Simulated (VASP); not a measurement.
Write the native input for VASP 6.6.1 that does the following.

- Task: single point
- Functional: PBE
- Potentials or basis: VASP PAW PBE potentials, release 64 (Ru_pv)
- Cutoff: 520 eV
- k mesh: 22 × 22 × 22
- Occupations: gaussian, width 0.15 eV
- Spin: no spin polarisation
- Dipole correction: no
- Further INCAR settings: ALGO = Fast; EDIFF = 1e-07; NBANDS = 13

The structure of Ru lies in POSCAR:

```
Ru
1.0
    0.0000000000      2.0734318542      1.5225210105
    2.0734318542      0.0000000000      1.5225210105
    2.0734318542      2.0734318542      0.0000000000
Ru
1
Direct
    0.0000000000      0.0000000000      0.0000000000
```

This cell differs from its parent crystal: volume 13.091 Å^3 an atom, c/a of the conventional cell 0.7343.

One way to write it, as run:

INCAR

```
PREC = Accurate
ENCUT = 520
EDIFF = 1E-7
ISMEAR = 0
SIGMA = 0.15
LREAL = False
LASPH = True
NELM = 60
ALGO = Fast
ISIF = 2
LWAVE = False
LCHARG = False
GGA = PE
NBANDS = 13
```

KPOINTS

```
regular mesh
0
Gamma
  22 22 22
```

Potentials or basis: VASP PAW PBE potentials, release 64 (Ru_pv).

Command:

```sh
$ cat potpaw_PBE.64/Ru_pv/POTCAR > POTCAR
$ mpirun -np 1 vasp_std > vasp.out
```

It gave:

```yaml
Pressure: 28.4 GPa
Band_gap_on_the_k_mesh: zero (band 7 reaches 15.74 eV, above the bottom of band 8 at 11.69 eV)
```

Wall time 2.6 min on 1 thread of AMD EPYC 7R43 64-Core Processor (Zen 3), with other jobs on the host, peak memory 0.21 GiB.
